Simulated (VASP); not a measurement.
Runs of VASP 6.6.1 on MoS2. The cell holds a slab with vacuum, 3 atoms: a = 3.184 Å, b = 3.184 Å, c = 17.335 Å, α = 90.00°, β = 90.00°, γ = 120.00°. 

```csv
k mesh,gap on the mesh (eV),largest force (eV/Å)
6 × 6 × 1,(a),0.03
10 × 10 × 2,(c),0.02
5 × 5 × 1,2.06,0.03
3 × 3 × 1,1.72,0.13
4 × 4 × 1,2.25,(b)
8 × 8 × 2,1.87,0.02
```

Alike in all rows: task single point; level r2SCAN; potentials or basis VASP PAW PBE potentials, release 64 (Mo_sv, S); no spin polarisation; cell as given; cutoff (eV) 520; smearing gaussian 0.1 eV.

**Question.** Fill in the values left out.

**Answer.** (a) 1.68; (b) 0.01; (c) 1.83.

Caveats: some runs use coarse meshes; the PAW data sets were made with another functional, which shifts forces and pressure a little.

A k mesh can miss the band edges, and the runs leave out spin-orbit coupling on Mo.
